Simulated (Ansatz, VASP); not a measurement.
## One calculation of SnO2, two programs

```xyz
6
Lattice="4.7690 0.0000 0.0000 0.0000 4.7690 0.0000 0.0000 0.0000 3.2121" Properties=species:S:1:pos:R:3 pbc="T T T"
Sn    0.0000    0.0000    0.0000
Sn    2.3845    2.3845    1.6060
O     1.4606    1.4606    0.0000
O     0.9239    3.8451    1.6060
O     3.3083    3.3083    0.0000
O     3.8451    0.9239    1.6060
```

Alike in both runs: functional PBEsol; k mesh 6 × 6 × 8; occupations gaussian, width 0.02 eV; no spin polarisation.

Ansatz relaxed the structure, and its values are those at the end. VASP's run is a single point on that final structure, the one shown.

|  | VASP | Ansatz |
| --- | --- | --- |
| version | VASP 6.6.1 | Ansatz 0.2.0 |
| potentials or method | VASP PAW PBE potentials, release 64 (Sn_d, O), cutoff 520 eV | scalar-relativistic, plane waves, PAW |
| valence electrons in the cell | 52 | 52 |

VASP gave:

```
gap on the k mesh at the Fermi level (eV) : 0.91
least direct gap on the mesh (eV)         : 0.91
pressure (GPa)                            : 0.7
rms of the force components (eV/Å)        : 0.007
```

Problem. Which values does Ansatz return?

Solution. gap on the k mesh at the Fermi level (eV): 0.92; least direct gap on the mesh (eV): 0.92; pressure (GPa): 0.0; rms of the force components (eV/Å): 0.000.

VASP's potentials were made for PBE, not for PBEsol.
